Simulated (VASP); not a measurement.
# Rh (P6/mmm) in VASP: further runs, part 2 of 2

VASP 6.6.1.

### 3 Single point, RPBE (volume scaled by 1.08)

File INCAR:

```
  ALGO = Normal
  EDIFF = 1E-7
  ENCUT = 520
  GGA = RP
  ISIF = 2
  ISMEAR = -1
  LASPH = True
  LCHARG = True
  LELF = True
  LREAL = False
  LVHAR = True
  LWAVE = False
  NBANDS = 30
  NELM = 100
  PREC = Accurate
  SIGMA = 0.1
```

File KPOINTS:

```
k-points
0
Gamma
  9 9 13
```

File POSCAR:

```
Rh
1.0
    4.4797930883      0.0000000000      0.0000000000
   -2.2398965442      3.8796146181      0.0000000000
    0.0000000000      0.0000000000      2.7501019166
Rh
3
Direct
    0.0000000000      0.0000000000      0.0000000000
    0.3333333333      0.6666666667      0.5000000000
    0.6666666667      0.3333333333      0.5000000000
```

Potentials or basis: VASP PAW PBE potentials, release 64 (Rh_pv).

Run with:

```sh
cat potpaw_PBE.64/Rh_pv/POTCAR > POTCAR
mpirun -np 1 vasp_std > vasp.out
```

OUTCAR:

```text
EDIFF = 1E-7
   ENCUT = 520
   GGA = RP
   ISIF = 2
   ISMEAR = -1
   LASPH = True
   LREAL = False
   NELM = 100
   PREC = Accurate

 ion  position               nearest neighbor table
   1  0.000  0.000  0.000-   2 2.93   3 2.93   2 2.93   3 2.93   2 2.93   2 2.93   3 2.93   3 2.93
                             3 2.93   3 2.93   2 2.93   2 2.93
   2  0.333  0.667  0.500-   3 2.59   3 2.59   3 2.59   1 2.93   1 2.93   1 2.93   1 2.93   1 2.93
                             1 2.93
   3  0.667  0.333  0.500-   2 2.59   2 2.59   2 2.59   1 2.93   1 2.93   1 2.93   1 2.93   1 2.93
                             1 2.93

  LATTYP: Found a hexagonal cell.
 ALAT       =     4.4797930883
 C/A-ratio  =     0.6138903879

  Lattice vectors:

 A1 = (   4.4797930883,   0.0000000000,   0.0000000000)
 A2 = (  -2.2398965442,   3.8796146181,   0.0000000000)
 A3 = (   0.0000000000,   0.0000000000,   2.7501019166)

Analysis of symmetry for initial positions (statically):
=====================================================================
 Subroutine PRICEL returns:
 Original cell was already a primitive cell.

 Routine SETGRP: Setting up the symmetry group for a
 hexagonal supercell.

 Subroutine GETGRP returns: Found 24 space group operations
 (whereof 24 operations were pure point group operations)
 out of a pool of 24 trial point group operations.

The static configuration has the point symmetry D_6h.

Analysis of symmetry for dynamics (positions and initial velocities):
=====================================================================
 Subroutine PRICEL returns:
 Original cell was already a primitive cell.

 Routine SETGRP: Setting up the symmetry group for a
 hexagonal supercell.

 Subroutine GETGRP returns: Found 24 space group operations
 (whereof 24 operations were pure point group operations)
 out of a pool of 24 trial point group operations.

The dynamic configuration has the point symmetry D_6h.

 Subroutine INISYM returns: Found 24 space group operations
 (whereof 24 operations are pure point group operations),
 and found     1 'primitive' translations

----------------------------------------------------------------------------------------

                                     Primitive cell

  volume of cell :      47.7964

  direct lattice vectors                    reciprocal lattice vectors
     4.479793088  0.000000000  0.000000000     0.223224595  0.128878780  0.000000000
    -2.239896544  3.879614618  0.000000000     0.000000000  0.257757561  0.000000000
     0.000000000  0.000000000  2.750101917     0.000000000  0.000000000  0.363622888

  length of vectors
     4.479793088  4.479793088  2.750101917     0.257757561  0.257757561  0.363622888

  position of ions in fractional coordinates (direct lattice)
     0.000000000  0.000000000  0.000000000
     0.333333333  0.666666667  0.500000000
     0.666666667  0.333333333  0.500000000

  ion indices of the primitive-cell ions
   primitive index   ion index
                 1           1
                 2           2
                 3           3

----------------------------------------------------------------------------------------

 KPOINTS: k-points

Automatic generation of k-mesh.
 Grid dimensions read from file:
 generate k-points for:    9    9   13

 Generating k-lattice:

  Cartesian coordinates                     Fractional coordinates (reciprocal lattice)
     0.024802733  0.014319864  0.000000000     0.111111111  0.000000000  0.000000000
     0.000000000  0.028639729  0.000000000     0.000000000  0.111111111  0.000000000
     0.000000000  0.000000000  0.027970991     0.000000000  0.000000000  0.076923077

  Length of vectors
     0.028639729  0.028639729  0.027970991

  Shift w.r.t. Gamma in fractional coordinates (k-lattice)
     0.000000000  0.000000000  0.000000000

 Subroutine IBZKPT returns following result:
 ===========================================

 Found     84 irreducible k-points:

 Following reciprocal coordinates:
            Coordinates               Weight
  0.000000  0.000000  0.000000      1.000000
  0.111111  0.000000  0.000000      6.000000
  0.222222  0.000000  0.000000      6.000000
  0.333333  0.000000  0.000000      6.000000
  0.444444  0.000000  0.000000      6.000000
  0.111111  0.111111  0.000000      6.000000
[... 16 lines left out ...]
  0.333333  0.222222  0.076923     24.000000
  0.333333  0.333333  0.076923      4.000000
 [... further k-points ...]
   k-points           NKPTS =     84   k-points in BZ     NKDIM =     84   number of bands    NBANDS=     30
   number of dos      NEDOS =    301   number of ions     NIONS =      3
   total plane-waves  NPLWV =  25920
   dimension x,y,z NGX =    36 NGY =   36 NGZ =   20
   dimension x,y,z NGXF=    72 NGYF=   72 NGZF=   40
   ions per type =               3
   NGX,Y,Z   is equivalent  to a cutoff of  13.36, 13.36, 12.09 a.u.
   NGXF,Y,Z  is equivalent  to a cutoff of  26.72, 26.72, 24.18 a.u.
 SYSTEM =  unknown system
   PREC   = accura    normal or accurate (medium, high low for compatibility)
   ISTART =      0    job   : 0-new  1-cont  2-samecut
   ICHARG =      2    charge: 1-file 2-atom 10-const
   ISPIN  =      1    spin polarized calculation?
   LNONCOLLINEAR =      F non collinear calculations
   LSORBIT =      F    spin-orbit coupling
   LASPH  =      T    aspherical Exc in radial PAW
   ENCUT  =  520.0 eV  38.22 Ry    6.18 a.u.   8.33  8.33  5.11*2*pi/ulx,y,z
   NELM   =    100;   NELMIN=  2; NELMDL= -5     # of ELM steps
   EDIFF  = 0.1E-06   stopping-criterion for ELM
   LREAL  =      F    real-space projection
   EDIFFG = 0.1E-05   stopping-criterion for IOM
   NSW    =      0    number of steps for IOM
   IBRION =     -1    ionic relax: 0-MD 1-quasi-New 2-CG
   NFREE  =      0    steps in history (QN), initial steepest desc. (CG)
   ISIF   =      2    stress and relaxation
   ISYM   =      2    0-nonsym 1-usesym 2-fastsym
   POTIM  = 0.5000    time-step for ionic-motion
   TEBEG  =    0.0;   TEEND  =   0.0 temperature during run
   PSTRESS=    0.0 pullay stress
   NELECT =      45.0000    total number of electrons
   NUPDOWN=      -1.0000    fix difference up-down
   EMIN   =  10.00;   EMAX   =-10.00  energy-range for DOS
   EFERMI =   0.00;   METHOD = LEGACY
   ISMEAR =    -1;   SIGMA  =   0.10  broadening in eV -4-tet -1-fermi 0-gaus
   EFERMI_NEDOS =   21; number of points for ismear=-14 and -15
   IALGO  =     38    algorithm
   IMIX   =      4    mixing-type and parameters
     AMIX     =   0.40;   BMIX     =  1.00
     AMIX_MAG =   1.60;   BMIX_MAG =  1.00
  volume/ion in A,a.u.               =      15.93       107.52
  Fermi-wavevector in a.u.,A,eV,Ry     =   1.604528  3.032118 35.028324  2.574509
  Thomas-Fermi vector in A             =   2.701018
   LORBIT       =      0    0 simple, 1 ext, 2 COOP (PROOUT), +10 PAW based schemes
   GGA     = RP    functional components
   LHFCALC =     F    Hartree Fock is set to
   AEXX    =    0.0000 exact exchange contribution
   IVDW    =     0    specifies the selected vdW correction
   LEPSILON=     F    determine dielectric tensor
   LRPA    =     F    only Hartree local field effects (RPA)
 non-spin polarized calculation
  energy-cutoff  :      520.00
  volume of cell :       47.80
 maximum number of plane-waves:      1305
 NGX is ok and might be reduce to    36
   NGX = 17   NGY = 17   NGZ = 11

 number of electron      45.0000013 magnetization

 Free energy of the ion-electron system (eV)
  ---------------------------------------------------
  ext. energy  EPLUGINS =         0.00000000
  ---------------------------------------------------
  free energy    TOTEN  =       -19.14829741 eV

  energy without entropy =      -18.92558432  energy(sigma->0) =      -19.03694087

 E-fermi :   9.5261     XC(G=0): -12.9735

 val. band max:        9.5226704077   @ k =   0.1111   0.1111   0.1538
 cond. band min:       9.5319619081   @ k =   0.2222   0.0000   0.0769
 fundamental gap:      0.0092915004
 Fermi energy:         9.5261281533

 k-point     1 :       0.0000    0.0000    0.0000
  band No.  band energies     occupation
      1     -37.0927      2.00000
      2     -37.0927      2.00000
      3     -36.7969      2.00000
      4     -36.7969      2.00000
      5     -36.6487      2.00000
      6     -36.5659      2.00000
[... 22 lines left out ...]
     29      17.2096      0.00000
     30      17.7820      0.00000
[... 728 lines left out ...]
  band No.  band energies     occupation
      1     -37.1355      2.00000
      2     -36.9362      2.00000
      3     -36.9362      2.00000
      4     -36.6710      2.00000
      5     -36.6289      2.00000
      6     -36.6179      2.00000
[... 22 lines left out ...]
     29      21.7319      0.00000
     30      21.7319      0.00000

 [... further k-points ...]
[... 5 lines left out ...]
  --------------------------------------------------------------------------------------
  -------------------------------------------------------------------------------------
  Total       -4.1267857     -4.1267857     -4.0091514      0.0000000     -0.0000000     -0.0000000
  in kB     -138.3334360   -138.3334360   -134.3902323      0.0000000     -0.0000000     -0.0000000
  external PRESSURE =    -137.0190348 kB  Pullay stress =       0.0000000 kB

 VOLUME and BASIS-vectors are now :
 -----------------------------------------------------------------------------
  energy-cutoff  :      520.00
  volume of cell :       47.80
      direct lattice vectors                 reciprocal lattice vectors
     4.479793088  0.000000000  0.000000000     0.223224595  0.128878780  0.000000000
    -2.239896544  3.879614618  0.000000000     0.000000000  0.257757561  0.000000000
     0.000000000  0.000000000  2.750101917     0.000000000  0.000000000  0.363622888

 POSITION                                       TOTAL-FORCE (eV/Angst)
 -----------------------------------------------------------------------------------
      0.00000      0.00000      0.00000        -0.000000      0.000000      0.000000
     -0.00000      2.58641      1.37505         0.000000     -0.000000      0.000000
      2.23990      1.29320      1.37505        -0.000000      0.000000      0.000000
 -----------------------------------------------------------------------------------
    total drift:                                0.000000      0.000000     -0.000000

  FREE ENERGIE OF THE ION-ELECTRON SYSTEM (eV)
  ---------------------------------------------------
  free  energy   TOTEN  =       -19.1482974109 eV

  energy  without entropy=      -18.9255843213  energy(sigma->0) =      -19.03694087
```

OSZICAR:

```text
N       E                     dE             d eps       ncg     rms          rms(c)
DAV:   1     0.538069882886E+03    0.53807E+03   -0.27499E+04  5104   0.166E+03
DAV:   2    -0.579022332400E+01   -0.54386E+03   -0.52865E+03  5354   0.523E+02
DAV:   3    -0.202003603368E+02   -0.14410E+02   -0.14117E+02  5612   0.944E+01
DAV:   4    -0.203240582699E+02   -0.12370E+00   -0.12366E+00  5608   0.892E+00
DAV:   5    -0.203261833588E+02   -0.21251E-02   -0.21251E-02  5670   0.121E+00    0.122E+01
DAV:   6    -0.191868067129E+02    0.11394E+01   -0.39205E+00  5256   0.165E+01    0.467E+00
DAV:   7    -0.196086579856E+02   -0.42185E+00   -0.23865E+00  5418   0.135E+01    0.820E+00
DAV:   8    -0.191516733944E+02    0.45698E+00   -0.19794E+00  5430   0.750E+00    0.212E+00
DAV:   9    -0.191481557532E+02    0.35176E-02   -0.17926E-02  5358   0.121E+00    0.144E-01
DAV:  10    -0.191482861350E+02   -0.13038E-03   -0.30327E-04  5994   0.151E-01    0.479E-02
DAV:  11    -0.191482986955E+02   -0.12561E-04   -0.29129E-05  5454   0.444E-02    0.104E-02
DAV:  12    -0.191482983633E+02    0.33229E-06   -0.12346E-06  5682   0.935E-03    0.408E-03
DAV:  13    -0.191482976013E+02    0.76194E-06   -0.21283E-07  3966   0.370E-03    0.887E-04
DAV:  14    -0.191482974405E+02    0.16077E-06   -0.28124E-08  2844   0.155E-03    0.195E-04
DAV:  15    -0.191482974109E+02    0.29637E-07   -0.46872E-09  2718   0.656E-04
   1 F= -.19148297E+02 E0= -.19036941E+02  d E =-.222713E+00
```

stdout:

```text
POSCAR found type information on POSCAR Rh
 POSCAR found :  1 types and       3 ions
 scaLAPACK will be used
 -----------------------------------------------------------------------------
|                                                                             |
|                                                                             |
|     You enforced a specific xc type in the INCAR file but a different       |
|     I HOPE YOU KNOW WHAT YOU ARE DOING!                                     |
|                                                                             |
 -----------------------------------------------------------------------------

 LDA part: xc-table for (Slater+PW92), standard interpolation
 POSCAR, INCAR and KPOINTS ok, starting setup
 FFT: planning ... GRIDC
 FFT: planning ... GRID_SOFT
 FFT: planning ... GRID
 WAVECAR not read
 entering main loop
```

Wall time 1.8 min (1 thread of Intel Xeon Platinum 8375C at 2.90GHz (Ice Lake), shared host); peak memory 0.22 GiB.

Results:

```yaml
Free_energy: -19.1483 eV
Pressure: -13.7 GPa
```

Stress tensor (GPa, compression positive):
```
-13.83   0.00   0.00
  0.00 -13.83   0.00
  0.00   0.00 -13.44
```

Levels at points of the mesh, in eV from the Fermi level:
| k point | band 20 | band 21 | band 22 | band 23 | band 24 | band 25 | band 26 | band 27 |
| --- | --- | --- | --- | --- | --- | --- | --- | --- |
| (0.00, 0.00, 0.00) | -1.34 | -1.34 | -1.27 | -1.27 | 0.60 | 0.60 | 7.65 | 7.65 |

Caveat: the PAW data sets were made with another functional, which shifts forces and pressure a little.

### 4 Single point, RPBE (volume scaled by 1.12)

File INCAR:

```
  ALGO = Normal
  EDIFF = 1E-6
  ENCUT = 520
  GGA = RP
  ISIF = 2
  ISMEAR = -1
  LASPH = True
  LCHARG = False
  LREAL = False
  LWAVE = False
  NBANDS = 30
  NELM = 80
  PREC = Accurate
  SIGMA = 0.1
```

KPOINTS is that of step 3.

File POSCAR:

```
Rh
1.0
    4.5344300961      0.0000000000      0.0000000000
   -2.2672150481      3.9269316549      0.0000000000
    0.0000000000      0.0000000000      2.7836430505
Rh
3
Direct
    0.0000000000      0.0000000000      0.0000000000
    0.3333333333      0.6666666667      0.5000000000
    0.6666666667      0.3333333333      0.5000000000
```

Run with:

```sh
cat potpaw_PBE.64/Rh_pv/POTCAR > POTCAR
mpirun -np 1 vasp_std > vasp.out
```

It took 96 s on 1 thread of Intel Xeon Platinum 8375C at 2.90GHz (Ice Lake), shared host; peak memory 0.23 GiB.

The run converged. Its results:

- Free energy: -18.9713 eV
- Pressure: -18.3 GPa

Stress tensor (GPa, compression positive):
```
-18.59   0.00   0.00
  0.00 -18.59   0.00
  0.00   0.00 -17.80
```

Levels at points of the mesh, in eV from the Fermi level:
```csv
k point,band 21,band 22,band 23,band 24,band 25,band 26
"(0.00, 0.00, 0.00)",-1.26,-1.19,-1.19,0.56,0.56,7.44
```

Caveat: the PAW data sets were made with another functional, which shifts forces and pressure a little.

### 5 The runs side by side

| cell | gap on the mesh (eV) | pressure (GPa) |
| --- | --- | --- |
| a = 4.424, b = 4.424, c = 2.716 Å, angles 90.0, 90.0, 120.0°, 3 atoms | none | -7.7 |
| a = 4.480, b = 4.480, c = 2.750 Å, angles 90.0, 90.0, 120.0°, 3 atoms | none | -13.7 |
| a = 4.534, b = 4.534, c = 2.784 Å, angles 90.0, 90.0, 120.0°, 3 atoms | none | -18.3 |

Alike in all rows: task single point; level RPBE; potentials or basis VASP PAW PBE potentials, release 64 (Rh_pv); no spin polarisation; k mesh 9 × 9 × 13; cutoff (eV) 520; smearing fermi-dirac 0.1 eV.

Caveats: the PAW data sets were made with another functional, which shifts forces and pressure a little.

Total energies depend on the potentials used, so only differences within one code and one set of settings carry meaning.
